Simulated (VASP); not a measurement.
Input of a VASP 6.6.1 run:

INCAR

```
SYSTEM = CdHg2Se3
PREC     = Accurate       ! precision mode
ENCUT    = 520            ! plane-wave cutoff, eV
EDIFF    = 1E-6           ! SCF threshold, eV
ISMEAR   = 0              ! smearing method
SIGMA    = 0.02           ! smearing width, eV
LREAL    = .FALSE.        ! projectors in reciprocal space
LASPH    = .TRUE.         ! aspherical terms in the spheres
NELM     = 100            ! most SCF steps
ALGO     = Normal         ! electronic algorithm
ISIF     = 2              ! what is computed and relaxed
LWAVE    = .FALSE.        ! write WAVECAR
LCHARG   = .FALSE.        ! write CHGCAR
GGA      = PE             ! functional
NBANDS   = 36             ! bands
```

File KPOINTS:

```
regular mesh
0
G
  8 8 4
  0 0 0
```

POSCAR

```
CdHg2Se3
1.0
    3.6762645000     -2.3664497000      0.0000000000
    3.6762645000      2.3664497000      0.0000000000
   -0.9860705000      0.0000000000     10.0152070000
Cd Hg Se
1 2 3
Direct
    0.3626760000      0.6373240000      0.0000000000
    0.9961470000      0.2820260000      0.6706310000
    0.7179740000      0.0038530000      0.3293690000
    0.5110200000      0.4889800000      0.5000000000
    0.9466300000      0.5344470000      0.1540750000
    0.4655530000      0.0533700000      0.8459250000
```

Potentials or basis: VASP PAW PBE potentials, release 64 (Cd, Hg, Se).

Command:

```console
$ cat potpaw_PBE.64/Cd/POTCAR potpaw_PBE.64/Hg/POTCAR potpaw_PBE.64/Se/POTCAR > POTCAR
$ mpirun -np 1 vasp_std > vasp.out
```

Question: Estimate the largest force.

Answer: 0.088 eV/Å.

Question: Estimate the band gap on the k mesh.

Answer: 0.95 eV (least direct gap 0.98 eV).

Forces in eV/Å, atoms in the order of the input:
```
Cd   0.000  0.005  0.000
Hg   0.006 -0.001 -0.004
Hg  -0.006 -0.001  0.004
Se   0.000  0.088  0.000
Se  -0.019 -0.046 -0.026
Se   0.019 -0.046  0.026
```

Caveat: spin-orbit coupling is left out, which moves the levels of the heavy elements. A k mesh can miss the band edges.
